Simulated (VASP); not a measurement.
## YSb3As4: single point with PBE

Crystal: YSb3As4.

```
Y Sb As
1.0
     5.95323    0.00000    0.00000
     0.00000    5.95323    0.00000
     0.00000    0.00000    5.95323
Y Sb As
1 3 4
Direct
  0.00000 0.00000 0.00000
  0.50000 0.00000 0.00000
  0.00000 0.50000 0.00000
  0.00000 0.00000 0.50000
  0.00000 0.50000 0.50000
  0.50000 0.00000 0.50000
  0.50000 0.50000 0.00000
  0.50000 0.50000 0.50000
```

```yaml
Program: VASP 6.6.1
Task: single point
Functional: PBE
Potentials_or_basis: VASP PAW PBE potentials, release 64 (Y_sv, Sb, As)
Cutoff: 520 eV
k_mesh: 6 × 6 × 6
Occupations: gaussian, width 0.1 eV
Spin: no spin polarisation
```

- Pressure: 0.0 GPa
- Band gap on the k mesh: zero (band 23 reaches 5.37 eV, above the bottom of band 24 at 4.77 eV)

Levels at points of the mesh, in eV from the Fermi level:
```
           k point  band 21  band 22  band 23  band 24  band 25  band 26
(0.00, 0.00, 0.00)     0.17     0.17     0.17     1.04     1.04     1.04
(0.50, 0.00, 0.00)    -0.51    -0.51    -0.01     0.62     1.20     1.21
(0.50, 0.50, 0.00)    -1.08    -0.14     0.06     0.06     0.26     0.64
(0.50, 0.50, 0.50)    -0.55    -0.55    -0.45    -0.43    -0.43    -0.43
```

Wall time 78 s on 1 thread of Intel(R) Xeon(R) 6975P-C (Granite Rapids) (shared host), peak memory 0.41 GiB.

Caveat: spin-orbit coupling is left out, which moves the levels of the heavy elements.
